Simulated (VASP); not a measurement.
# Er5Br (P6/mmm) in VASP: notebook

Runs on Er5Br. Level: PBE. Tasks: single point, relaxation of cell and atoms.

All numbers are computed with VASP 6.6.1; they aren't measurements. Logs are shortened: lines on timing, memory, paths and dates and some standing lists are left out, and cuts for length are marked.

### 1 The cell of the first run

It takes space group P6/mmm (No. 191, hexagonal). The conventional cell has a = 5.852 Å, b = 5.852 Å, c = 6.236 Å, α = 90.00°, β = 90.00°, γ = 120.00°. Within 4.1 Å of Er (site symmetry -6m2) lie 5 Er at 3.12 to 3.38 Å and 3 Br at 3.38 Å. Within 4.1 Å of Er (site symmetry -6m2) lie 8 Er at 3.12 to 3.38 Å. Within 4.1 Å of Er (site symmetry 6/mmm) lie 2 Br at 3.12 Å and 6 Er at 3.38 Å. Br (site symmetry 6/mmm) has 8 Er at 3.12 to 3.38 Å within 4.1 Å.

The cell was generated, and may not be a known phase.

### 2 Single point, PBE

INCAR

```
PREC = Accurate
ENCUT = 500
EDIFF = 1E-6
ISMEAR = 0
SIGMA = 0.1
LREAL = False
LASPH = True
NELM = 200
ALGO = Normal
ISIF = 2
LWAVE = False
LCHARG = False
GGA = PE
NBANDS = 35
GGA_COMPAT = False
LMAXMIX = 6
```

KPOINTS

```
regular mesh
0
Gamma
  6 6 6
```

POSCAR

```
Er5Br
1.0
    5.8524816295      0.0000000000      0.0000000000
   -2.9262408147      5.0683977663      0.0000000000
    0.0000000000      0.0000000000      6.2358400753
Er Br
5 1
Direct
    0.3333333333      0.6666666667      0.0000000000
    0.6666666667      0.3333333333      0.0000000000
    0.3333333333      0.6666666667      0.5000000000
    0.6666666667      0.3333333333      0.5000000000
    0.0000000000      0.0000000000      0.5000000000
    0.0000000000      0.0000000000      0.0000000000
```

Potentials or basis: VASP PAW PBE potentials, release 64 (Er_3, Br), 4f in core.

Launch:

```sh
$ cat potpaw_PBE.64/Er_3/POTCAR potpaw_PBE.64/Br/POTCAR > POTCAR
$ mpirun -np 1 vasp_std > vasp.out
```

OUTCAR:

```text
PREC = Accurate
   ENCUT = 500
   EDIFF = 1E-6
   ISMEAR = 0
   LREAL = False
   LASPH = True
   NELM = 200
   ISIF = 2
   GGA = PE

 ion  position               nearest neighbor table
   1  0.333  0.667  0.000-   3 3.12   3 3.12   2 3.38   2 3.38   2 3.38
   2  0.667  0.333  0.000-   4 3.12   4 3.12   1 3.38   1 3.38   1 3.38
   3  0.333  0.667  0.500-   1 3.12   1 3.12   5 3.38   4 3.38   4 3.38   5 3.38   5 3.38   4 3.38

   4  0.667  0.333  0.500-   2 3.12   2 3.12   5 3.38   3 3.38   3 3.38   5 3.38   5 3.38   3 3.38

   5  0.000  0.000  0.500-   6 3.12   6 3.12   3 3.38   4 3.38   3 3.38   4 3.38   4 3.38   3 3.38

   6  0.000  0.000  0.000-   5 3.12   5 3.12

  LATTYP: Found a hexagonal cell.
 ALAT       =     5.8524816295
 C/A-ratio  =     1.0655035710

  Lattice vectors:

 A1 = (   5.8524816295,   0.0000000000,   0.0000000000)
 A2 = (  -2.9262408147,   5.0683977663,   0.0000000000)
 A3 = (   0.0000000000,   0.0000000000,   6.2358400753)

Analysis of symmetry for initial positions (statically):
=====================================================================
 Subroutine PRICEL returns:
 Original cell was already a primitive cell.

 Routine SETGRP: Setting up the symmetry group for a
 hexagonal supercell.

 Subroutine GETGRP returns: Found 24 space group operations
 (whereof 24 operations were pure point group operations)
 out of a pool of 24 trial point group operations.

The static configuration has the point symmetry D_6h.

Analysis of symmetry for dynamics (positions and initial velocities):
=====================================================================
 Subroutine PRICEL returns:
 Original cell was already a primitive cell.

 Routine SETGRP: Setting up the symmetry group for a
 hexagonal supercell.

 Subroutine GETGRP returns: Found 24 space group operations
 (whereof 24 operations were pure point group operations)
 out of a pool of 24 trial point group operations.

The dynamic configuration has the point symmetry D_6h.

 Subroutine INISYM returns: Found 24 space group operations
 (whereof 24 operations are pure point group operations),
 and found     1 'primitive' translations

----------------------------------------------------------------------------------------

                                     Primitive cell

  volume of cell :     184.9719

  direct lattice vectors                    reciprocal lattice vectors
     5.852481629  0.000000000  0.000000000     0.170867687  0.098650505  0.000000000
    -2.926240815  5.068397766  0.000000000     0.000000000  0.197301010  0.000000000
     0.000000000  0.000000000  6.235840075     0.000000000  0.000000000  0.160363317

  length of vectors
     5.852481629  5.852481629  6.235840075     0.197301010  0.197301010  0.160363317

  position of ions in fractional coordinates (direct lattice)
     0.333333333  0.666666667  0.000000000
     0.666666667  0.333333333  0.000000000
     0.333333333  0.666666667  0.500000000
     0.666666667  0.333333333  0.500000000
     0.000000000  0.000000000  0.500000000
     0.000000000  0.000000000  0.000000000

  ion indices of the primitive-cell ions
   primitive index   ion index
                 1           1
                 2           2
                 3           3
                 4           4
                 5           5
                 6           6

----------------------------------------------------------------------------------------

 KPOINTS: regular mesh

Automatic generation of k-mesh.
 Grid dimensions read from file:
 generate k-points for:    6    6    6

 Generating k-lattice:

  Cartesian coordinates                     Fractional coordinates (reciprocal lattice)
     0.028477948  0.016441751  0.000000000     0.166666667 -0.000000000  0.000000000
     0.000000000  0.032883502  0.000000000     0.000000000  0.166666667  0.000000000
     0.000000000  0.000000000  0.026727220     0.000000000  0.000000000  0.166666667

  Length of vectors
     0.032883502  0.032883502  0.026727220

  Shift w.r.t. Gamma in fractional coordinates (k-lattice)
     0.000000000  0.000000000  0.000000000

 Subroutine IBZKPT returns following result:
 ===========================================

 Found     28 irreducible k-points:

 Following reciprocal coordinates:
            Coordinates               Weight
  0.000000  0.000000  0.000000      1.000000
  0.166667 -0.000000  0.000000      6.000000
  0.333333 -0.000000  0.000000      6.000000
  0.500000 -0.000000  0.000000      3.000000
  0.166667  0.166667  0.000000      6.000000
  0.333333  0.166667  0.000000     12.000000
[... 16 lines left out ...]
  0.166667 -0.000000  0.500000      6.000000
  0.333333 -0.000000  0.500000      6.000000
 [... further k-points ...]
   k-points           NKPTS =     28   k-points in BZ     NKDIM =     28   number of bands    NBANDS=     35
   number of dos      NEDOS =    301   number of ions     NIONS =      6
   total plane-waves  NPLWV = 110592
   dimension x,y,z NGX =    48 NGY =   48 NGZ =   48
   dimension x,y,z NGXF=    96 NGYF=   96 NGZF=   96
   ions per type =               5   1
   NGX,Y,Z   is equivalent  to a cutoff of  13.63, 13.63, 12.80 a.u.
   NGXF,Y,Z  is equivalent  to a cutoff of  27.27, 27.27, 25.59 a.u.
 SYSTEM =  unknown system
   PREC   = accura    normal or accurate (medium, high low for compatibility)
   ISTART =      0    job   : 0-new  1-cont  2-samecut
   ICHARG =      2    charge: 1-file 2-atom 10-const
   ISPIN  =      1    spin polarized calculation?
   LNONCOLLINEAR =      F non collinear calculations
   LSORBIT =      F    spin-orbit coupling
   LASPH  =      T    aspherical Exc in radial PAW
   ENCUT  =  500.0 eV  36.75 Ry    6.06 a.u.  10.67 10.67 11.37*2*pi/ulx,y,z
   NELM   =    200;   NELMIN=  2; NELMDL= -5     # of ELM steps
   EDIFF  = 0.1E-05   stopping-criterion for ELM
   LREAL  =      F    real-space projection
[... 7 lines left out ...]
   TEBEG  =    0.0;   TEEND  =   0.0 temperature during run
   PSTRESS=    0.0 pullay stress
   NELECT =      52.0000    total number of electrons
   NUPDOWN=      -1.0000    fix difference up-down
   EMIN   =  10.00;   EMAX   =-10.00  energy-range for DOS
   EFERMI =   0.00;   METHOD = LEGACY
   ISMEAR =     0;   SIGMA  =   0.10  broadening in eV -4-tet -1-fermi 0-gaus
   EFERMI_NEDOS =   21; number of points for ismear=-14 and -15
   IALGO  =     38    algorithm
   IMIX   =      4    mixing-type and parameters
     AMIX     =   0.40;   BMIX     =  1.00
     AMIX_MAG =   1.60;   BMIX_MAG =  1.00
  volume/ion in A,a.u.               =      30.83       208.04
  Fermi-wavevector in a.u.,A,eV,Ry     =   1.072443  2.026623 15.648510  1.150133
  Thomas-Fermi vector in A             =   2.208213
   LORBIT       =      0    0 simple, 1 ext, 2 COOP (PROOUT), +10 PAW based schemes
   GGA     = PE    functional components
   LHFCALC =     F    Hartree Fock is set to
   AEXX    =    0.0000 exact exchange contribution
   IVDW    =     0    specifies the selected vdW correction
   LEPSILON=     F    determine dielectric tensor
   LRPA    =     F    only Hartree local field effects (RPA)
 non-spin polarized calculation
 Gauss-broadening in eV      SIGMA  =   0.10
  energy-cutoff  :      500.00
  volume of cell :      184.97
 maximum number of plane-waves:      4763
 NGX is ok and might be reduce to    48
   NGX = 21   NGY = 21   NGZ = 23

 number of electron      51.9999997 magnetization

 Free energy of the ion-electron system (eV)
  ---------------------------------------------------
  ext. energy  EPLUGINS =         0.00000000
  ---------------------------------------------------
  free energy    TOTEN  =       -22.94911878 eV

  energy without entropy =      -22.88254940  energy(sigma->0) =      -22.91583409

 E-fermi :   3.2046     XC(G=0):  -9.6174

 val. band max:        3.1994468229   @ k =   0.3333   0.1667   0.3333
 cond. band min:       3.2073422004   @ k =   0.1667  -0.0000   0.0000
 fundamental gap:      0.0078953775
 Fermi energy:         3.2045907528

 k-point     1 :       0.0000    0.0000    0.0000
  band No.  band energies     occupation
      1     -22.3732      2.00000
      2     -22.3580      2.00000
      3     -22.3580      2.00000
      4     -22.2830      2.00000
      5     -22.1753      2.00000
      6     -22.0874      2.00000
[... 27 lines left out ...]
     34       4.8572      0.00000
     35       5.2832      0.00000

 k-point     2 :       0.1667   -0.0000    0.0000
  band No.  band energies     occupation
      1     -22.3670      2.00000
      2     -22.3650      2.00000
      3     -22.3451      2.00000
      4     -22.2880      2.00000
      5     -22.1762      2.00000
      6     -22.0918      2.00000
[... 27 lines left out ...]
     34       4.8037      0.00000
     35       5.2903      0.00000

 k-point     3 :       0.3333   -0.0000    0.0000
  band No.  band energies     occupation
      1     -22.3781      2.00000
      2     -22.3515      2.00000
      3     -22.3132      2.00000
      4     -22.3010      2.00000
      5     -22.1781      2.00000
      6     -22.1213      2.00000
[... 27 lines left out ...]
     34       5.0079      0.00000
     35       5.2411      0.00000
[... 723 lines left out ...]
 k-point    23 :       0.1667   -0.0000    0.5000
  band No.  band energies     occupation
      1     -22.3611      2.00000
      2     -22.3414      2.00000
      3     -22.1875      2.00000
      4     -22.1641      2.00000
      5     -22.1010      2.00000
      6     -22.0827      2.00000
[... 27 lines left out ...]
     34       5.3950      0.00000
     35       5.4459      0.00000

 k-point    24 :       0.3333   -0.0000    0.5000
  band No.  band energies     occupation
      1     -22.3732      2.00000
      2     -22.3106      2.00000
      3     -22.1857      2.00000
      4     -22.1539      2.00000
      5     -22.1172      2.00000
      6     -22.1121      2.00000
[... 27 lines left out ...]
     34       5.1801      0.00000
     35       5.4847      0.00000

 [... further k-points ...]

------------------------ aborting loop because EDIFF is reached ----------------------------------------

  FORCE on cell =-STRESS in cart. coord.  units (eV):
  Direction    XX          YY          ZZ          XY          YZ          ZX
  --------------------------------------------------------------------------------------
  -------------------------------------------------------------------------------------
  Total        0.2874737      0.2874737      0.2691452      0.0000000      0.0000000      0.0000000
  in kB        2.4900209      2.4900209      2.3312644      0.0000000      0.0000000      0.0000000
  external PRESSURE =       2.4371021 kB  Pullay stress =       0.0000000 kB

 VOLUME and BASIS-vectors are now :
 -----------------------------------------------------------------------------
  energy-cutoff  :      500.00
  volume of cell :      184.97
      direct lattice vectors                 reciprocal lattice vectors
     5.852481629  0.000000000  0.000000000     0.170867687  0.098650505  0.000000000
    -2.926240815  5.068397766  0.000000000     0.000000000  0.197301010  0.000000000
     0.000000000  0.000000000  6.235840075     0.000000000  0.000000000  0.160363317

 POSITION                                       TOTAL-FORCE (eV/Angst)
 -----------------------------------------------------------------------------------
     -0.00000      3.37893      0.00000         0.000000      0.000000      0.000000
      2.92624      1.68947      0.00000        -0.000000      0.000000      0.000000
     -0.00000      3.37893      3.11792        -0.000000     -0.000000      0.000000
      2.92624      1.68947      3.11792         0.000000      0.000000     -0.000000
      0.00000      0.00000      3.11792         0.000000      0.000000      0.000000
      0.00000      0.00000      0.00000         0.000000      0.000000      0.000000
 -----------------------------------------------------------------------------------
    total drift:                               -0.000000      0.000000      0.000000

  FREE ENERGIE OF THE ION-ELECTRON SYSTEM (eV)
  ---------------------------------------------------
  free  energy   TOTEN  =       -22.9491187786 eV

  energy  without entropy=      -22.8825493960  energy(sigma->0) =      -22.91583409
```

Run time: 4.9 min. Hardware: 1 thread of Intel Xeon Platinum 8375C at 2.90GHz (Ice Lake), shared host; peak memory 0.38 GiB.

Results:

* Free energy: -22.9491 eV
* Pressure: 0.2 GPa
* Band gap on the k mesh: zero (bands 26 and 27 overlap by 0.50 eV)

Caveat: spin-orbit coupling is left out, which moves the levels of the heavy elements; the 4f electrons are frozen in the core, so they carry no moment and show no levels; the run has no spin polarisation, though such a crystal can be magnetic. Spin polarisation is off, so any magnetic state and its effect on volume and gap are missing.

(Continued in part 2 of 2.)
